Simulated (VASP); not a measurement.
Write the native input for VASP 6.6.1 that does the following.

| Item | Value |
| --- | --- |
| Task | single point |
| Functional | r2SCAN |
| Potentials or basis | VASP PAW PBE potentials, release 64 (Ti_sv, H) |
| Cutoff | 520 eV |
| k mesh | 20 × 20 × 20 |
| Occupations | gaussian, width 0.15 eV |
| Spin | no spin polarisation |
| Dipole correction | no |
| Further INCAR settings | ALGO = Normal; EDIFF = 1e-06; NBANDS = 14 |

Crystal: TiH.

```xyz
2
Lattice="0.0000 2.0897 2.0897 2.0897 0.0000 2.0897 2.0897 2.0897 0.0000" Properties=species:S:1:pos:R:3 pbc="T T T"
Ti    0.0000    0.0000    0.0750
H     2.0897    2.0897    2.0897
```

This cell differs from its parent crystal: all Ti atoms moved +0.075 Å, as atom 1 along Cartesian [0 0 1].

These files were run (other wordings do the same):

POSCAR

```
TiH
1.0
    0.0000000000      2.0896972200      2.0896972200
    2.0896972200      0.0000000000      2.0896972200
    2.0896972200      2.0896972200      0.0000000000
Ti H
1 1
Direct
    0.0179451835      0.0179451835     -0.0179451835
    0.5000000000      0.5000000000      0.5000000000
```

INCAR.step1

```
PREC     = Accurate       # precision mode
ENCUT    = 520            # plane-wave cutoff, eV
ISMEAR   = 0              # smearing method
SIGMA    = 0.15           # smearing width, eV
LREAL    = F              # projectors in reciprocal space
LASPH    = T              # aspherical terms in the spheres
NELM     = 80             # most SCF steps
NBANDS   = 14             # bands
GGA      = PE             # functional
ALGO     = Normal         # electronic algorithm
EDIFF    = 1E-4           # SCF threshold, eV
LWAVE    = T              # write WAVECAR
LCHARG   = F              # write CHGCAR
```

INCAR.step2

```
PREC     = Accurate       # precision mode
ENCUT    = 520            # plane-wave cutoff, eV
EDIFF    = 1E-6           # SCF threshold, eV
ISMEAR   = 0              # smearing method
SIGMA    = 0.15           # smearing width, eV
LREAL    = F              # projectors in reciprocal space
LASPH    = T              # aspherical terms in the spheres
NELM     = 80             # most SCF steps
ALGO     = Normal         # electronic algorithm
ISIF     = 2              # what is computed and relaxed
LWAVE    = F              # write WAVECAR
LCHARG   = F              # write CHGCAR
METAGGA  = R2SCAN         # meta-GGA
LMIXTAU  = T            
NBANDS   = 14             # bands
ISTART   = 1
```

KPOINTS

```
regular mesh
0
Gamma
  20 20 20
```

Potentials or basis: VASP PAW PBE potentials, release 64 (Ti_sv, H).

Launch:

```console
$ cat potpaw_PBE.64/Ti_sv/POTCAR potpaw_PBE.64/H/POTCAR > POTCAR
$ cp INCAR.step1 INCAR
$ mpirun -np 1 vasp_std > vasp.out
$ cp INCAR.step2 INCAR
$ mpirun -np 1 vasp_std > vasp.out
```

Results of the run:

```json
{
  "Pressure": "0.2 GPa",
  "Largest force": "0.251 eV/Å",
  "Band gap on the k mesh": "zero (an odd number of electrons rules out a gap without spin polarisation)"
}
```

Caveat: the cell differs from its parent crystal (all Ti atoms moved +0.075 Å, as atom 1 along Cartesian [0 0 1]); the PAW data sets were made with another functional, which shifts forces and pressure a little.

Run time: 10 min on 1 thread of Intel Xeon 8259CL (shared host), peak memory 0.29 GiB.
